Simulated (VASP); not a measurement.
B8As7 (a cell with a defect): single point with PBEsol

Crystal: B8As7 (a cell with a defect).

```
CELL_PARAMETERS angstrom
0.00000 4.76788 -4.76788
4.76788 4.76788 0.00000
4.76788 0.00000 -4.76788
ATOMIC_POSITIONS crystal
B 0.99729 0.02059 0.51130
B 0.99729 0.47083 0.51130
B 0.52373 0.97627 0.52373
B 0.48857 0.51143 0.48857
B 0.00167 0.99833 0.00167
B 0.94318 0.55682 0.94318
B 0.51130 0.02059 0.99729
B 0.51130 0.47083 0.99729
As 0.15262 0.34738 0.15262
As 0.64741 0.09811 0.15637
As 0.57443 0.65240 0.12078
As 0.15637 0.09811 0.64741
As 0.12078 0.65240 0.57443
As 0.62453 0.14327 0.62453
As 0.62453 0.60767 0.62453
```

- Program: VASP 6.6.1
- Task: single point
- Functional: PBEsol
- Potentials or basis: VASP PAW PBE potentials, release 64 (B, As)
- Cutoff: 520 eV
- k mesh: 4 × 4 × 4
- Occupations: gaussian, width 0.05 eV
- Spin: no spin polarisation

```yaml
Largest_force: 0.083 eV/Å
```

Forces on the atoms (eV/Å):
```
B   -0.016  0.031  0.023
B   -0.031  0.016  0.023
B    0.000  0.000 -0.018
B    0.000  0.000  0.004
B    0.000  0.000 -0.083
B    0.000  0.000  0.004
B    0.031 -0.016  0.023
B    0.016 -0.031  0.023
As   0.000  0.000 -0.049
As   0.014 -0.014  0.006
As   0.020 -0.020  0.014
As  -0.014  0.014  0.006
As  -0.020  0.020  0.014
As  -0.001 -0.001  0.004
As   0.001  0.001  0.004
```

Levels at points of the mesh, in eV from the Fermi level:
```
           k point  band 24  band 25  band 26  band 27  band 28  band 29  band 30  band 31  band 32  band 33
(0.00, 0.00, 0.00)    -0.91    -0.74    -0.01     0.07     0.53     0.58     1.98     2.02     2.36     2.66
(0.50, 0.00, 0.00)    -1.81    -1.51    -0.93    -0.57    -0.38    -0.10     0.57     1.88     2.59     3.00
(0.00, 0.50, 0.00)    -1.71    -1.29    -1.16    -0.92     0.14     0.16     1.04     2.00     2.17     2.66
(0.50, 0.50, 0.00)    -1.44    -1.38    -1.21    -1.13    -1.08     0.66     1.25     1.57     1.64     3.19
(0.50, 0.00, 0.50)    -1.85    -1.26    -1.25    -0.97    -0.44    -0.43     0.05     1.84     2.18     2.58
```

Run time: 4.1 min on 1 thread of Intel(R) Xeon(R) Platinum 8488C (Sapphire Rapids) (shared host), peak memory 0.38 GiB.

Caveat: the cell carries a net charge on a neutralising background, which shifts energy and pressure; the cell is charged against a uniform background, so pressure and absolute levels hang on convention; the PAW data sets were made with another functional, which shifts forces and pressure a little.
